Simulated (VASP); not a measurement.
# ZnS (Cmc2_1) in VASP: single point with PBE

Aim: the single point of ZnS with PBE.

Everything below comes from runs of VASP 6.6.1. Logs are shortened: lines on timing, memory, paths and dates and some standing lists are left out, and cuts for length are marked.

## (1) The cell of the first run

Symmetry: Cmc2_1, No. 36, orthorhombic system. Conventional cell: a = 4.001 Å, b = 6.663 Å, c = 12.590 Å, α = 90.00°, β = 90.00°, γ = 90.00°. Within 3.1 Å of Zn (site symmetry m) lie 4 S at 2.36 to 2.42 Å. Zn (site symmetry m) has 4 S at 2.36 to 2.42 Å within 3.1 Å. Within 3.1 Å of S (site symmetry m) lie 4 Zn at 2.36 to 2.42 Å. S (site symmetry m) has 4 Zn at 2.36 to 2.42 Å within 3.1 Å.

## (2) Single point, PBE (strain +0.0400 x Voigt [1, 0, 0, 0, 0, 0])

File INCAR:

```
SYSTEM = ZnS
ALGO     = Normal         ! electronic algorithm
EDIFF    = 1E-6           ! SCF threshold, eV
ENCUT    = 520            ! plane-wave cutoff, eV
GGA      = PE             ! functional
ISIF     = 2              ! what is computed and relaxed
ISMEAR   = 0              ! smearing method
LASPH    = .TRUE.         ! aspherical terms in the spheres
LCHARG   = .FALSE.        ! write CHGCAR
LREAL    = .FALSE.        ! projectors in reciprocal space
LWAVE    = .FALSE.        ! write WAVECAR
NBANDS   = 46             ! bands
NELM     = 60             ! most SCF steps
PREC     = Accurate       ! precision mode
SIGMA    = 0.05           ! smearing width, eV
```

File KPOINTS:

```
k-points
0
G
  12 12 2
  0 0 0
```

File POSCAR:

```
ZnS
1.0
    4.0005923826      0.0000000000      0.0000000000
   -2.0002961913      3.3313602246      0.0000000000
    0.0000000000      0.0000000000     12.5902250307
Zn S
4 4
Direct
    0.0000000000      0.0000000000      0.0000503469
    0.0000000000      0.0000000000      0.5000503469
    0.3333333333      0.6666666667      0.2500245139
    0.6666666667      0.3333333333      0.7500245139
    0.0000000000      0.0000000000      0.1872896977
    0.0000000000      0.0000000000      0.6872896977
    0.3333333333      0.6666666667      0.4376354415
    0.6666666667      0.3333333333      0.9376354415
```

Potentials or basis: VASP PAW PBE potentials, release 64 (Zn, S).

Started as:

```
$ cat potpaw_PBE.64/Zn/POTCAR potpaw_PBE.64/S/POTCAR > POTCAR
$ mpirun -np 1 vasp_std > vasp.out
```

OUTCAR:

```text
SYSTEM = ZnS
   EDIFF = 1E-6
   ENCUT = 520
   GGA = PE
   ISIF = 2
   ISMEAR = 0
   LASPH = .TRUE.
   LREAL = .FALSE.
   NELM = 60
   PREC = Accurate

 ion  position               nearest neighbor table
   1  0.000  0.000  0.000-   8 2.36   5 2.36   8 2.42   8 2.42
   2  0.000  0.000  0.500-   7 2.36   6 2.36   7 2.42   7 2.42
   3  0.333  0.667  0.250-   5 2.36   7 2.36   5 2.42   5 2.42
   4  0.667  0.333  0.750-   6 2.36   8 2.36   6 2.42   6 2.42
   5  0.000  0.000  0.187-   3 2.36   1 2.36   3 2.42   3 2.42
   6  0.000  0.000  0.687-   4 2.36   2 2.36   4 2.42   4 2.42
   7  0.333  0.667  0.438-   2 2.36   3 2.36   2 2.42   2 2.42
   8  0.667  0.333  0.938-   1 2.36   4 2.36   1 2.42   1 2.42

  Warning from LATTYP: Monoclinic adjustment (A1->A3, A2->A1, A3->A2)!
  LATTYP: Found a base centered orthorhombic cell.
 ALAT       =     4.0005923826
 B/A-ratio  =     1.6654334688
 C/A-ratio  =     3.1470901873

  Lattice vectors:

 A1 = (   2.0002961913,  -3.3313602246,   0.0000000000)
 A2 = (   2.0002961913,   3.3313602246,   0.0000000000)
 A3 = (   0.0000000000,   0.0000000000,  12.5902250307)

Analysis of symmetry for initial positions (statically):
=====================================================================
 Subroutine PRICEL returns:
 Original cell was already a primitive cell.

 Routine SETGRP: Setting up the symmetry group for a
 base centered orthorhombic supercell.

 Subroutine GETGRP returns: Found  4 space group operations
 (whereof  2 operations were pure point group operations)
 out of a pool of  8 trial point group operations.

The static configuration has the point symmetry C_1h.
 The point group associated with its full space group is C_2v.

Analysis of symmetry for dynamics (positions and initial velocities):
=====================================================================
 Subroutine PRICEL returns:
 Original cell was already a primitive cell.

 Routine SETGRP: Setting up the symmetry group for a
 base centered orthorhombic supercell.

 Subroutine GETGRP returns: Found  4 space group operations
 (whereof  2 operations were pure point group operations)
 out of a pool of  8 trial point group operations.

The dynamic configuration has the point symmetry C_1h.
 The point group associated with its full space group is C_2v.

 Subroutine INISYM returns: Found  4 space group operations
 (whereof  2 operations are pure point group operations),
 and found     1 'primitive' translations

----------------------------------------------------------------------------------------

                                     Primitive cell

  volume of cell :     167.7951

  direct lattice vectors                    reciprocal lattice vectors
     4.000592383  0.000000000  0.000000000     0.249962982  0.150088842  0.000000000
    -2.000296191  3.331360225  0.000000000     0.000000000  0.300177685  0.000000000
     0.000000000  0.000000000 12.590225031     0.000000000  0.000000000  0.079426698

  length of vectors
     4.000592383  3.885761933 12.590225031     0.291561576  0.300177685  0.079426698

  position of ions in fractional coordinates (direct lattice)
     0.000000000  0.000000000  0.000050347
     0.000000000  0.000000000  0.500050347
     0.333333333  0.666666667  0.250024514
     0.666666667  0.333333333  0.750024514
     0.000000000  0.000000000  0.187289698
     0.000000000  0.000000000  0.687289698
     0.333333333  0.666666667  0.437635441
     0.666666667  0.333333333  0.937635441

  ion indices of the primitive-cell ions
   primitive index   ion index
                 1           1
                 2           2
                 3           3
                 4           4
                 5           5
                 6           6
                 7           7
                 8           8

----------------------------------------------------------------------------------------

 KPOINTS: k-points

Automatic generation of k-mesh.
 Grid dimensions read from file:
 generate k-points for:   12   12    2

 Generating k-lattice:

  Cartesian coordinates                     Fractional coordinates (reciprocal lattice)
     0.020830248  0.012507404  0.000000000     0.083333333  0.000000000  0.000000000
     0.000000000  0.025014807  0.000000000     0.000000000  0.083333333  0.000000000
     0.000000000  0.000000000  0.039713349     0.000000000  0.000000000  0.500000000

  Length of vectors
     0.024296798  0.025014807  0.039713349

  Shift w.r.t. Gamma in fractional coordinates (k-lattice)
     0.000000000  0.000000000  0.000000000

 Subroutine IBZKPT returns following result:
 ===========================================

 Found     86 irreducible k-points:

 Following reciprocal coordinates:
            Coordinates               Weight
  0.000000  0.000000  0.000000      1.000000
  0.083333  0.000000  0.000000      4.000000
  0.166667  0.000000  0.000000      4.000000
  0.250000  0.000000  0.000000      4.000000
  0.333333  0.000000  0.000000      4.000000
  0.416667  0.000000  0.000000      4.000000
[... 16 lines left out ...]
  0.333333  0.166667  0.000000      4.000000
  0.416667  0.166667  0.000000      4.000000
 [... further k-points ...]
   k-points           NKPTS =     86   k-points in BZ     NKDIM =     86   number of bands    NBANDS=     46
   number of dos      NEDOS =    301   number of ions     NIONS =      8
   total plane-waves  NPLWV =  86400
   dimension x,y,z NGX =    30 NGY =   30 NGZ =   96
   dimension x,y,z NGXF=    60 NGYF=   60 NGZF=  192
   ions per type =               4   4
   NGX,Y,Z   is equivalent  to a cutoff of  12.47, 12.84, 12.68 a.u.
   NGXF,Y,Z  is equivalent  to a cutoff of  24.93, 25.67, 25.35 a.u.
 SYSTEM =  ZnS
   PREC   = accura    normal or accurate (medium, high low for compatibility)
   ISTART =      0    job   : 0-new  1-cont  2-samecut
   ICHARG =      2    charge: 1-file 2-atom 10-const
   ISPIN  =      1    spin polarized calculation?
   LNONCOLLINEAR =      F non collinear calculations
   LSORBIT =      F    spin-orbit coupling
   LASPH  =      T    aspherical Exc in radial PAW
   ENCUT  =  520.0 eV  38.22 Ry    6.18 a.u.   7.44  7.22 23.41*2*pi/ulx,y,z
   NELM   =     60;   NELMIN=  2; NELMDL= -5     # of ELM steps
   EDIFF  = 0.1E-05   stopping-criterion for ELM
   LREAL  =      F    real-space projection
[... 7 lines left out ...]
   TEBEG  =    0.0;   TEEND  =   0.0 temperature during run
   PSTRESS=    0.0 pullay stress
   NELECT =      72.0000    total number of electrons
   NUPDOWN=      -1.0000    fix difference up-down
   EMIN   =  10.00;   EMAX   =-10.00  energy-range for DOS
   EFERMI =   0.00;   METHOD = LEGACY
   ISMEAR =     0;   SIGMA  =   0.05  broadening in eV -4-tet -1-fermi 0-gaus
   EFERMI_NEDOS =   21; number of points for ismear=-14 and -15
   IALGO  =     38    algorithm
   IMIX   =      4    mixing-type and parameters
     AMIX     =   0.40;   BMIX     =  1.00
     AMIX_MAG =   1.60;   BMIX_MAG =  1.00
  volume/ion in A,a.u.               =      20.97       141.54
  Fermi-wavevector in a.u.,A,eV,Ry     =   1.234788  2.333412 20.744835  1.524702
  Thomas-Fermi vector in A             =   2.369464
   LORBIT       =      0    0 simple, 1 ext, 2 COOP (PROOUT), +10 PAW based schemes
   GGA     = PE    functional components
   LHFCALC =     F    Hartree Fock is set to
   AEXX    =    0.0000 exact exchange contribution
   IVDW    =     0    specifies the selected vdW correction
   LEPSILON=     F    determine dielectric tensor
   LRPA    =     F    only Hartree local field effects (RPA)
 non-spin polarized calculation
 Gauss-broadening in eV      SIGMA  =   0.05
  energy-cutoff  :      520.00
  volume of cell :      167.80
 maximum number of plane-waves:      4553
 NGX is ok and might be reduce to    30
   NGX = 15   NGY = 15   NGZ = 47

 number of electron      71.9999996 magnetization

 Free energy of the ion-electron system (eV)
  ---------------------------------------------------
  ext. energy  EPLUGINS =         0.00000000
  ---------------------------------------------------
  free energy    TOTEN  =       -27.30492584 eV

  energy without entropy =      -27.30492584  energy(sigma->0) =      -27.30492584

 E-fermi :   1.8383     XC(G=0):  -9.3409

 val. band max:        1.5989555146   @ k =   0.0000   0.0000   0.0000
 cond. band min:       3.4410087448   @ k =   0.0000   0.0000   0.0000
 fundamental gap:      1.8420532302
 Fermi energy:         1.8383200495

 k-point     1 :       0.0000    0.0000    0.0000
  band No.  band energies     occupation
      1     -11.1825      2.00000
      2     -10.7933      2.00000
      3     -10.7813      2.00000
      4     -10.3223      2.00000
      5      -4.5690      2.00000
      6      -4.5568      2.00000
[... 38 lines left out ...]
     45       8.3342      0.00000
     46       8.4259      0.00000

 k-point     2 :       0.0833    0.0000    0.0000
  band No.  band energies     occupation
      1     -11.1423      2.00000
      2     -10.7609      2.00000
      3     -10.7489      2.00000
      4     -10.3017      2.00000
      5      -4.5632      2.00000
      6      -4.5547      2.00000
[... 38 lines left out ...]
     45       8.2699      0.00000
     46       8.4359      0.00000

 k-point     3 :       0.1667    0.0000    0.0000
  band No.  band energies     occupation
      1     -11.0276      2.00000
      2     -10.6701      2.00000
      3     -10.6580      2.00000
      4     -10.2466      2.00000
      5      -4.5595      2.00000
      6      -4.5476      2.00000
[... 38 lines left out ...]
     45       8.3562      0.00000
     46       8.4255      0.00000

 k-point     4 :       0.2500    0.0000    0.0000
  band No.  band energies     occupation
      1     -10.8560      2.00000
      2     -10.5400      2.00000
      3     -10.5278      2.00000
      4     -10.1759      2.00000
      5      -4.5613      2.00000
      6      -4.5362      2.00000
[... 920 lines left out ...]
     45       8.4506      0.00000
     46       8.6593      0.00000

 k-point    23 :       0.3333    0.1667    0.0000
  band No.  band energies     occupation
      1     -10.3988      2.00000
      2     -10.2446      2.00000
      3     -10.2345      2.00000
      4     -10.0841      2.00000
      5      -4.5162      2.00000
      6      -4.4746      2.00000
[... 38 lines left out ...]
     45       8.6497      0.00000
     46       8.8474      0.00000

 k-point    24 :       0.4167    0.1667    0.0000
  band No.  band energies     occupation
      1     -10.3342      2.00000
      2     -10.2170      2.00000
      3     -10.2087      2.00000
      4     -10.0951      2.00000
      5      -4.5188      2.00000
      6      -4.4786      2.00000
[... 38 lines left out ...]
     45       8.6110      0.00000
     46       8.9270      0.00000

 [... further k-points ...]
[... 5 lines left out ...]
  --------------------------------------------------------------------------------------
  -------------------------------------------------------------------------------------
  Total       -4.8769454     -1.3102656     -0.8695019      0.0000000      0.0000000      0.0000000
  in kB      -46.5670882    -12.5109570     -8.3023628      0.0000000      0.0000000      0.0000000
  external PRESSURE =     -22.4601360 kB  Pullay stress =       0.0000000 kB

 VOLUME and BASIS-vectors are now :
 -----------------------------------------------------------------------------
  energy-cutoff  :      520.00
  volume of cell :      167.80
      direct lattice vectors                 reciprocal lattice vectors
     4.000592383  0.000000000  0.000000000     0.249962982  0.150088842  0.000000000
    -2.000296191  3.331360225  0.000000000     0.000000000  0.300177685  0.000000000
     0.000000000  0.000000000 12.590225031     0.000000000  0.000000000  0.079426698

 POSITION                                       TOTAL-FORCE (eV/Angst)
 -----------------------------------------------------------------------------------
      0.00000      0.00000      0.00063        -0.000000      0.124337     -0.085392
      0.00000      0.00000      6.29575         0.000000     -0.124337     -0.085392
     -0.00000      2.22091      3.14786        -0.000000      0.110432     -0.080134
      2.00030      1.11045      9.44298         0.000000     -0.110432     -0.080134
      0.00000      0.00000      2.35802         0.000000     -0.122810      0.080036
      0.00000      0.00000      8.65313         0.000000      0.122810      0.080036
     -0.00000      2.22091      5.50993        -0.000000      0.183002      0.085490
      2.00030      1.11045     11.80504         0.000000     -0.183002      0.085490
 -----------------------------------------------------------------------------------
    total drift:                               -0.000001     -0.000002      0.000021

  FREE ENERGIE OF THE ION-ELECTRON SYSTEM (eV)
  ---------------------------------------------------
  free  energy   TOTEN  =       -27.3049258412 eV

  energy  without entropy=      -27.3049258412  energy(sigma->0) =      -27.30492584
```

Run time: 5.6 min. Hardware: 1 thread of Intel Xeon Platinum 8559C (Emerald Rapids), shared host; peak memory 0.6 GiB.

Results:

```
Free energy            : -27.3049 eV
Pressure               : -2.2 GPa
Largest force          : 0.202 eV/Å
Band gap on the k mesh : 1.84 eV
```

Forces on the atoms (eV/Å):
```
Zn   0.000  0.124 -0.085
Zn   0.000 -0.124 -0.085
Zn   0.000  0.110 -0.080
Zn   0.000 -0.110 -0.080
S    0.000 -0.123  0.080
S    0.000  0.123  0.080
S    0.000  0.183  0.085
S    0.000 -0.183  0.085
```

Levels at points of the mesh, in eV from the valence-band top:
```
           k point  band 34  band 35  band 36  band 37  band 38  band 39
(0.00, 0.00, 0.00)    -0.11    -0.03     0.00     1.84     2.92     3.10
(0.50, 0.00, 0.00)    -1.42    -0.98    -0.73     3.31     3.43     3.81
(0.00, 0.50, 0.00)    -1.39    -1.04    -0.94     3.12     3.28     3.45
(0.00, 0.00, 0.50)    -0.25    -0.14    -0.14     2.68     2.68     3.04
(0.50, 0.00, 0.50)    -1.38    -0.95    -0.95     3.73     3.73     4.03
(0.00, 0.50, 0.50)    -1.40    -1.17    -1.17     3.43     3.43     3.73
```

Caveat: the cell differs from its parent crystal (strain +0.0400 x Voigt [1, 0, 0, 0, 0, 0]). A k mesh can miss the band edges.
